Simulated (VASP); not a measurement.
# Co (Im-3m) in VASP: further runs

Co is run at these levels: PBE; tasks: single point, relaxation of cell and atoms.

Program: VASP 6.6.1. These are calculated values, not measurements. Logs are shortened: lines on timing, memory, paths and dates and some standing lists are left out, and cuts for length are marked.

### Step 1. The cell of the first run

The structure is cubic, space group Im-3m (No. 229). Conventional cell: a = 2.774 Å, b = 2.774 Å, c = 2.774 Å, α = 90.00°, β = 90.00°, γ = 90.00°. Co (site symmetry m-3m) has 14 Co at 2.40 to 2.77 Å within 3.2 Å.

This isn't the form of Co at room conditions, which is hcp.

### Step 2. Single point, PBE, collinear spin, antiferromagnetic start

File INCAR:

```
SYSTEM = Co
PREC = Accurate ; ENCUT = 520
EDIFF = 1E-7 ; ISMEAR = -1
SIGMA = 0.05 ; LREAL = .False.
LASPH = .True. ; NELM = 150
ALGO = Normal ; ISIF = 2
LWAVE = .False. ; LCHARG = .True.
ISPIN = 2 ; MAGMOM = 1.7 -1.7
LORBIT = 11 ; LMAXMIX = 4
GGA = PE ; LELF = .True.
LVHAR = .True. ; NBANDS = 20
```

File KPOINTS:

```
regular mesh
0
Gamma
  11 11 11
  0 0 0
```

File POSCAR:

```
Co
1.0
    2.7737375527      0.0000000000      0.0000000000
    0.0000000000      2.7737375527      0.0000000000
    0.0000000000      0.0000000000      2.7737375527
Co
2
Direct
    0.0000000000      0.0000000000      0.0000000000
    0.5000000000      0.5000000000      0.5000000000
```

Potentials or basis: VASP PAW PBE potentials, release 64 (Co).

Command:

```
$ cat potpaw_PBE.64/Co/POTCAR > POTCAR
$ mpirun -np 1 vasp_std > vasp.out
```

OUTCAR:

```text
SYSTEM = Co
   PREC = Accurate
   ENCUT = 520
   EDIFF = 1E-7
   ISMEAR = -1
   LREAL = .False.
   LASPH = .True.
   NELM = 150
   ISIF = 2
   ISPIN = 2
   LORBIT = 11
   GGA = PE

 ion  position               nearest neighbor table
   1  0.000  0.000  0.000-   2 2.40   2 2.40   2 2.40   2 2.40   2 2.40   2 2.40   2 2.40   2 2.40

   2  0.500  0.500  0.500-   1 2.40   1 2.40   1 2.40   1 2.40   1 2.40   1 2.40   1 2.40   1 2.40

  LATTYP: Found a simple cubic cell.
 ALAT       =     2.7737375527

  Lattice vectors:

 A1 = (   2.7737375527,   0.0000000000,   0.0000000000)
 A2 = (   0.0000000000,   2.7737375527,   0.0000000000)
 A3 = (   0.0000000000,   0.0000000000,   2.7737375527)

Analysis of symmetry for initial positions (statically):
=====================================================================
 Subroutine PRICEL returns following result:

  LATTYP: Found a body centered cubic cell.
 ALAT       =     2.7737375527
[... 12 lines left out ...]
 Subroutine GETGRP returns: Found 48 space group operations
 (whereof 48 operations were pure point group operations)
 out of a pool of 48 trial point group operations.

The static configuration has the point symmetry O_h .

Analysis of symmetry for dynamics (positions and initial velocities):
=====================================================================
 Subroutine PRICEL returns following result:

  LATTYP: Found a body centered cubic cell.
 ALAT       =     2.7737375527
[... 12 lines left out ...]
 Subroutine GETGRP returns: Found 48 space group operations
 (whereof 48 operations were pure point group operations)
 out of a pool of 48 trial point group operations.

The dynamic configuration has the point symmetry O_h .

Analysis of structural, dynamic, and magnetic symmetry:
=====================================================================
 Subroutine PRICEL returns following result:

  LATTYP: Found a body centered cubic cell.
 ALAT       =     2.7737375527
[... 12 lines left out ...]
 Subroutine GETGRP returns: Found 48 space group operations
 (whereof 48 operations were pure point group operations)
 out of a pool of 48 trial point group operations.

The overall configuration has the point symmetry O_h .

 Subroutine INISYM returns: Found 48 space group operations
 (whereof 48 operations are pure point group operations),
 and found     2 'primitive' translations

----------------------------------------------------------------------------------------

                                     Primitive cell

  volume of cell :      10.6700

  direct lattice vectors                    reciprocal lattice vectors
[... 105 lines left out ...]
     AMIX_MAG =   1.60;   BMIX_MAG =  1.00
  volume/ion in A,a.u.               =      10.67        72.00
  Fermi-wavevector in a.u.,A,eV,Ry     =   1.546798  2.923025 32.553087  2.392584
  Thomas-Fermi vector in A             =   2.651983
   LORBIT       =     11    0 simple, 1 ext, 2 COOP (PROOUT), +10 PAW based schemes
   GGA     = PE    functional components
   LHFCALC =     F    Hartree Fock is set to
   AEXX    =    0.0000 exact exchange contribution
   IVDW    =     0    specifies the selected vdW correction
   LEPSILON=     F    determine dielectric tensor
   LRPA    =     F    only Hartree local field effects (RPA)
 spin polarized calculation
  energy-cutoff  :      520.00
  volume of cell :       21.34
 maximum number of plane-waves:       587
 NGX is ok and might be reduce to    24

 number of electron      18.0000008 magnetization      -0.0000000

 number of electron      18.0000008 magnetization       0.0000000

 Free energy of the ion-electron system (eV)
  ---------------------------------------------------
  ext. energy  EPLUGINS =         0.00000000
  ---------------------------------------------------
  free energy    TOTEN  =       -13.30161926 eV

  energy without entropy =      -13.26419271  energy(sigma->0) =      -13.28290598

 E-fermi :  10.3754     XC(G=0): -13.5125

 val. band max:       10.3441435064   @ k =   0.4545   0.0909   0.0909
 cond. band min:      10.4035048379   @ k =   0.4545   0.4545   0.1818
 fundamental gap:      0.0593613314
 Fermi energy:        10.3753859740

 spin component 1

 k-point     1 :       0.0000    0.0000    0.0000
  band No.  band energies     occupation
      1       1.4865      1.00000
      2       6.0533      1.00000
      3       6.0533      1.00000
      4       8.4827      1.00000
      5       8.4827      1.00000
      6       8.4827      1.00000
[... 541 lines left out ...]
     19      35.4806      0.00000
     20      36.7443      0.00000

 [... further k-points ...]

 spin component 2

 k-point     1 :       0.0000    0.0000    0.0000
  band No.  band energies     occupation
      1       1.4865      1.00000
      2       6.0533      1.00000
      3       6.0533      1.00000
      4       8.4827      1.00000
      5       8.4827      1.00000
      6       8.4827      1.00000
[... 541 lines left out ...]
     19      35.4806      0.00000
     20      36.7443      0.00000

 [... further k-points ...]
[... 5 lines left out ...]
  --------------------------------------------------------------------------------------
  -------------------------------------------------------------------------------------
  Total       -0.1106949     -0.1106949     -0.1106949     -0.0000000     -0.0000000      0.0000000
  in kB       -8.3107840     -8.3107840     -8.3107840     -0.0000000     -0.0000000      0.0000000
  external PRESSURE =      -8.3107840 kB  Pullay stress =       0.0000000 kB

 VOLUME and BASIS-vectors are now :
 -----------------------------------------------------------------------------
  energy-cutoff  :      520.00
  volume of cell :       21.34
      direct lattice vectors                 reciprocal lattice vectors
     2.773737553  0.000000000  0.000000000     0.360524376  0.000000000  0.000000000
     0.000000000  2.773737553  0.000000000     0.000000000  0.360524376  0.000000000
     0.000000000  0.000000000  2.773737553     0.000000000  0.000000000  0.360524376

 POSITION                                       TOTAL-FORCE (eV/Angst)
 -----------------------------------------------------------------------------------
      0.00000      0.00000      0.00000         0.000000      0.000000      0.000000
      1.38687      1.38687      1.38687        -0.000000     -0.000000     -0.000000
 -----------------------------------------------------------------------------------
    total drift:                                0.000000      0.000000     -0.000000

  FREE ENERGIE OF THE ION-ELECTRON SYSTEM (eV)
  ---------------------------------------------------
  free  energy   TOTEN  =       -13.3016192552 eV

  energy  without entropy=      -13.2641927052  energy(sigma->0) =      -13.28290598

 total charge

# of ion       s       p       d       tot
------------------------------------------
    1        0.487   0.525   7.295   8.307
    2        0.487   0.525   7.295   8.307
--------------------------------------------------
tot          0.974   1.050  14.590  16.614

 magnetization (x)

# of ion       s       p       d       tot
------------------------------------------
    1        0.010   0.011   0.761   0.782
    2       -0.010  -0.011  -0.761  -0.782
--------------------------------------------------
tot          0.000   0.000   0.000   0.000
```

OSZICAR:

```text
N       E                     dE             d eps       ncg     rms          rms(c)
DAV:   1     0.869797386185E+02    0.86980E+02   -0.75333E+03  4768   0.118E+03
DAV:   2    -0.108449137594E+02   -0.97825E+02   -0.88432E+02  4552   0.218E+02
DAV:   3    -0.155192955584E+02   -0.46744E+01   -0.44497E+01  5004   0.573E+01
DAV:   4    -0.156021767500E+02   -0.82881E-01   -0.82751E-01  5556   0.668E+00
DAV:   5    -0.156046518766E+02   -0.24751E-02   -0.24748E-02  5256   0.109E+00    0.149E+01
DAV:   6    -0.136540318912E+02    0.19506E+01   -0.67582E+00  5032   0.544E+01    0.595E+00
DAV:   7    -0.133320636400E+02    0.32197E+00   -0.10299E+00  5220   0.194E+01    0.282E+00
DAV:   8    -0.133086693897E+02    0.23394E-01   -0.23221E-02  6852   0.232E+00    0.118E+00
DAV:   9    -0.133025874615E+02    0.60819E-02   -0.35237E-03  7540   0.107E+00    0.288E-01
DAV:  10    -0.133016448325E+02    0.94263E-03   -0.68264E-04  7104   0.467E-01    0.631E-02
DAV:  11    -0.133016152001E+02    0.29632E-04   -0.48979E-05  6028   0.787E-02    0.371E-02
DAV:  12    -0.133016197885E+02   -0.45884E-05   -0.47780E-06  5572   0.388E-02    0.738E-03
DAV:  13    -0.133016195525E+02    0.23599E-06   -0.73977E-07  5012   0.104E-02    0.182E-03
DAV:  14    -0.133016193334E+02    0.21903E-06   -0.64213E-08  2780   0.603E-03    0.798E-04
DAV:  15    -0.133016192552E+02    0.78234E-07   -0.14653E-08  2472   0.233E-03
   1 F= -.13301619E+02 E0= -.13282906E+02  d E =-.374265E-01  mag=     0.0000
```

stdout:

```text
POSCAR found type information on POSCAR Co
 POSCAR found :  1 types and       2 ions
 scaLAPACK will be used
 LDA part: xc-table for (Slater+PW92), standard interpolation
 POSCAR, INCAR and KPOINTS ok, starting setup
 FFT: planning ... GRIDC
 FFT: planning ... GRID_SOFT
 FFT: planning ... GRID
 WAVECAR not read
 entering main loop
```

Run time: 23 s. Hardware: 1 thread of Intel Xeon 6975P-C (Granite Rapids), shared host; peak memory 0.17 GiB.

Results:

```
Free energy                                           : -13.3016 eV
Pressure                                              : -0.8 GPa
Band gap on the k mesh                                : zero (filled and empty bands overlap)
Net moment                                            : 0.00 μB per cell
Site moments                                          : Co +0.78, -0.78 μB
Valence electrons inside the program's atomic spheres : Co 8.31
```

### Step 3. Relaxation of cell and atoms, PBE, collinear spin, antiferromagnetic start

This run uses another cell than the first one, of 11.07 Å³/atom.

File INCAR:

```
ALGO = Normal
EDIFF = 1E-6
EDIFFG = -0.01
ENCUT = 600
GGA = PE
IBRION = 2
ISIF = 3
ISMEAR = -1
ISPIN = 2
LASPH = T
LCHARG = F
LMAXMIX = 4
LORBIT = 11
LREAL = F
LWAVE = F
MAGMOM = 1.7 -1.7
NELM = 150
NSW = 80
PREC = Accurate
SIGMA = 0.05
```

File KPOINTS:

```
k-points
0
Gamma
  11 11 11
```

File POSCAR:

```
Co
1.0
    2.8082743434      0.0000000000      0.0000000000
    0.0000000000      2.8082743434      0.0000000000
    0.0000000000      0.0000000000      2.8082743434
Co
2
Direct
    0.0000000000      0.0000000000      0.0000000000
    0.5000000000      0.5000000000      0.5000000000
```

Potentials or basis: VASP PAW PBE potentials, release 64 (Co).

Command:

```
$ cat potpaw_PBE.64/Co/POTCAR > POTCAR
$ mpirun -np 1 vasp_std > vasp.out
```

Run time: 36 s. Hardware: 1 thread of Intel Xeon 6975P-C (Granite Rapids), shared host; peak memory 0.17 GiB.

Results (log left out):

- Free energy: -13.3017 eV
- Relaxed volume: 10.63 Å³/atom
- Relaxed cell: a = 2.770 Å, b = 2.770 Å, c = 2.770 Å, α = 90.00°, β = 90.00°, γ = 90.00°
- Space group after relaxing (to 0.1 Å): Im-3m (No. 229)
- Energy gained by relaxing: 11.9 meV/atom
- Ionic steps: 3
- Pressure after relaxing: -0.1 GPa
- Band gap on the k mesh: zero (filled and empty bands overlap)
- Net moment: 0.00 μB per cell
- Site moments: Co +0.78, -0.78 μB
- Valence electrons inside the program's atomic spheres: Co 8.31

Step by step:
| step | energy change (eV) | largest force (eV/Å) | pressure (GPa) | volume (Å³) |
| --- | --- | --- | --- | --- |
| 1 | 0.0000 | 0.0000 | -8.04 | 22.15 |
| 2 | 0.0003 | 0.0000 | 9.65 | 20.41 |
| 3 | -0.0237 | 0.0000 | -0.09 | 21.25 |

Final structure:
```
CELL_PARAMETERS angstrom
2.76987 0.00000 0.00000
0.00000 2.76987 0.00000
0.00000 0.00000 2.76987
ATOMIC_POSITIONS crystal
Co 0.00000 0.00000 0.00000
Co 0.50000 0.50000 0.50000
```

Levels at points of the mesh, in eV from the Fermi level:
Spin up:
```tsv
k point	band 7	band 8	band 9	band 10	band 11	band 12
(0.00, 0.00, 0.00)	-0.28	-0.28	0.60	0.60	0.60	10.20
```
Spin down:
```tsv
k point	band 5	band 6	band 7	band 8	band 9	band 10	band 11	band 12	band 13
(0.00, 0.00, 0.00)	-1.90	-1.90	-0.28	-0.28	0.60	0.60	0.60	10.20	10.20
```

### Step 4. Single point, PBE, collinear spin, ferromagnetic start (9.82 Å³/atom)

This run uses another cell than the first one, of 9.82 Å³/atom.

File INCAR:

```
  PREC = Accurate
  ENCUT = 520
  EDIFF = 1E-6
  ISMEAR = -1
  SIGMA = 0.05
  LREAL = F
  LASPH = T
  NELM = 150
  ALGO = Normal
  ISIF = 2
  LWAVE = F
  LCHARG = F
  ISPIN = 2
  MAGMOM = -1.792 -1.792
  LORBIT = 11
  LMAXMIX = 4
  GGA = PE
  NBANDS = 20
```

File KPOINTS:

```
Automatic mesh
0
Gamma
  19 19 19
```

File POSCAR:

```
Co
1.0
    2.6977061506      0.0000000000      0.0000000000
    0.0000000000      2.6977061506      0.0000000000
    0.0000000000      0.0000000000      2.6977061506
Co
2
Direct
    0.0000000000      0.0000000000      0.0000000000
    0.5000000000      0.5000000000      0.5000000000
```

Command:

```
$ cat potpaw_PBE.64/Co/POTCAR > POTCAR
$ mpirun -np 1 vasp_std > vasp.out
```

It took 68 s on 1 thread of Intel Xeon 6975P-C (Granite Rapids), shared host; peak memory 0.22 GiB.

Results (log left out):

```
Free energy                                           : -13.6874 eV
Pressure                                              : 31.8 GPa
Net moment                                            : -3.31 μB per cell
Site moments                                          : Co -1.66 μB
Valence electrons inside the program's atomic spheres : Co 8.48
```

Levels at points of the mesh, in eV from the Fermi level:
Spin up:
| k point | band 4 | band 5 | band 6 | band 7 | band 8 | band 9 | band 10 | band 11 |
| --- | --- | --- | --- | --- | --- | --- | --- | --- |
| (0.00, 0.00, 0.00) | -1.74 | -1.74 | -1.74 | 0.32 | 0.32 | 1.09 | 1.09 | 1.09 |
Spin down:
```tsv
k point	band 9	band 10	band 11	band 12	band 13	band 14
(0.00, 0.00, 0.00)	-0.61	-0.61	-0.61	10.28	10.28	10.28
```

Caveat: the cell stands under pressure.

### Step 5. Single point, PBE, collinear spin, ferromagnetic start

This run uses another cell than the first one: it holds 1 atom, not 2.

File INCAR:

```
SYSTEM = Co
PREC     = Accurate       ! precision mode
ENCUT    = 520            ! plane-wave cutoff, eV
EDIFF    = 1E-6           ! SCF threshold, eV
ISMEAR   = -1             ! smearing method
SIGMA    = 0.05           ! smearing width, eV
LREAL    = .FALSE.        ! projectors in reciprocal space
LASPH    = .TRUE.         ! aspherical terms in the spheres
NELM     = 150            ! most SCF steps
ALGO     = Normal         ! electronic algorithm
ISIF     = 2              ! what is computed and relaxed
LWAVE    = .FALSE.        ! write WAVECAR
LCHARG   = .FALSE.        ! write CHGCAR
ISPIN    = 2              ! spin polarisation
MAGMOM   = 1.7            ! initial moments
LORBIT   = 11             ! projections on sites
LMAXMIX  = 4              ! l up to which the mixer works
GGA      = PE             ! functional
NBANDS   = 14             ! bands
```

File KPOINTS:

```
Automatic mesh
0
G
  16 16 16
  0 0 0
```

File POSCAR:

```
Co
1.0
   -1.4058358675      1.4058358675      1.4058358675
    1.4058358675     -1.4058358675      1.4058358675
    1.4058358675      1.4058358675     -1.4058358675
Co
1
Direct
    0.0000000000      0.0000000000      0.0000000000
```

Command:

```
$ cat potpaw_PBE.64/Co/POTCAR > POTCAR
$ mpirun -np 1 vasp_std > vasp.out
```

Wall time 79 s (1 thread of Intel Xeon 8259CL, shared host); peak memory 0.15 GiB.

The run converged. Its results:

```yaml
Free_energy: -6.9515 eV
Pressure: -0.9 GPa
Net_moment: 1.75 μB per cell
Site_moments: Co +1.77 μB
Valence_electrons_inside_the_program's_atomic_spheres: Co 8.22
```

Levels at points of the mesh, in eV from the Fermi level:
Spin up:
| k point | band 2 | band 3 | band 4 | band 5 | band 6 | band 7 | band 8 | band 9 |
| --- | --- | --- | --- | --- | --- | --- | --- | --- |
| (0.00, 0.00, 0.00) | -3.04 | -3.04 | -3.04 | -1.98 | -1.98 | 25.14 | 25.14 | 25.14 |
| (0.50, 0.00, 0.00) | -4.00 | -1.91 | -1.82 | -0.64 | -0.09 | 6.25 | 18.19 | 19.56 |
| (0.50, 0.50, 0.50) | -5.33 | -0.88 | -0.88 | -0.88 | 9.35 | 9.35 | 9.35 | 14.99 |
Spin down:
```csv
k point,band 1,band 2,band 3,band 4,band 5,band 6,band 7,band 8
"(0.00, 0.00, 0.00)",-9.10,-1.48,-1.48,-1.48,0.33,0.33,24.89,24.89
"(0.50, 0.00, 0.00)",-4.38,-2.60,-0.10,0.20,0.54,1.16,7.28,18.19
"(0.50, 0.50, 0.50)",-3.76,-3.76,0.90,0.90,0.90,9.46,9.46,9.46
```

### Step 6. Summary

| task | spin | cell | k mesh | cutoff (eV) | gap on the mesh (eV) | pressure (GPa) | moment (μB) |
| --- | --- | --- | --- | --- | --- | --- | --- |
| single point | collinear, antiferromagnetic start | a = 2.774 Å, 2 atoms, atomic positions A | 11 × 11 × 11 | 520 | none | -0.8 | 0.00 |
| relaxation of cell and atoms | collinear, antiferromagnetic start | relaxed from a = 2.808 Å, 2 atoms, atomic positions A | 11 × 11 × 11 | 600 | none | -0.1 | 0.00 |
| single point | collinear, ferromagnetic start | a = 2.698 Å, 2 atoms, atomic positions A | 19 × 19 × 19 | 520 | none | 31.8 | 3.31 |
| single point | collinear, ferromagnetic start | a = 2.435 Å, angles 109.5°, 1 atom, atomic positions B | 16 × 16 × 16 | 520 | none | -0.9 | 1.75 |

Alike in all rows: level PBE; potentials or basis VASP PAW PBE potentials, release 64 (Co); smearing fermi-dirac 0.05 eV.

Caveats: the cell stands under pressure (at least some runs).

Total energies depend on the potentials used, so only differences within one code and one set of settings carry meaning.
